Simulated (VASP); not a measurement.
Here is a VASP 6.6.1 calculation.

INCAR

```
PREC = Accurate
ENCUT = 600
EDIFF = 1E-7
ISMEAR = 0
SIGMA = 0.1
LREAL = False
LASPH = True
NELM = 80
ALGO = Normal
ISIF = 3
LWAVE = False
LCHARG = False
GGA = PE
IBRION = 2
NSW = 90
EDIFFG = -0.04
```

File KPOINTS:

```
Automatic mesh
0
Gamma
  4 4 4
```

Contents of POSCAR:

```
Ta4Cu
1.0
   -2.6921241200      2.6921241200      2.6921241200
    2.6921241200     -2.6921241200      2.6921241200
    2.6921241200      2.6921241200     -2.6921241200
Ta Cu
4 1
Direct
    0.0000000000      0.0000000000      0.5000000000
    0.0000000000      0.5000000000      0.0000000000
    0.5000000000      0.0000000000      0.0000000000
    0.5000000000      0.5000000000      0.5000000000
    0.0000000000      0.0000000000      0.0000000000
```

Potentials or basis: VASP PAW PBE potentials, release 64 (Ta_pv, Cu).

Command:

```console
$ cat potpaw_PBE.64/Ta_pv/POTCAR potpaw_PBE.64/Cu/POTCAR > POTCAR
$ mpirun -np 1 vasp_std > vasp.out
```

**Question.** Predict the relaxed volume.

**Answer.** 19.71 Å³/atom.

**Question.** What does it give for the relaxed cell?

**Answer.** a = 5.040 Å, b = 5.040 Å, c = 5.040 Å, α = 109.47°, β = 109.47°, γ = 109.47°.

**Question.** Predict the space group after relaxing (to 0.1 Å).

**Answer.** Im-3m (No. 229).

**Question.** Predict the band gap on the k mesh.

**Answer.** Zero (an odd number of electrons rules out a gap without spin polarisation).

Final structure:
```
Ta Cu
1.0
    -2.90996    2.90996    2.90996
     2.90996   -2.90996    2.90996
     2.90996    2.90996   -2.90996
Ta Cu
4 1
Direct
  0.00000 0.00000 0.50000
  0.00000 0.50000 0.00000
  0.50000 0.00000 0.00000
  0.50000 0.50000 0.50000
  0.00000 0.00000 0.00000
```

Caveat: the k points lie up to 0.38 Å⁻¹ apart in the final cell, too coarse for converged energies and pressures of a metal; the volume moved by over 15 % at a fixed basis, so the end points are rough; spin-orbit coupling is left out, which moves the levels of the heavy elements.
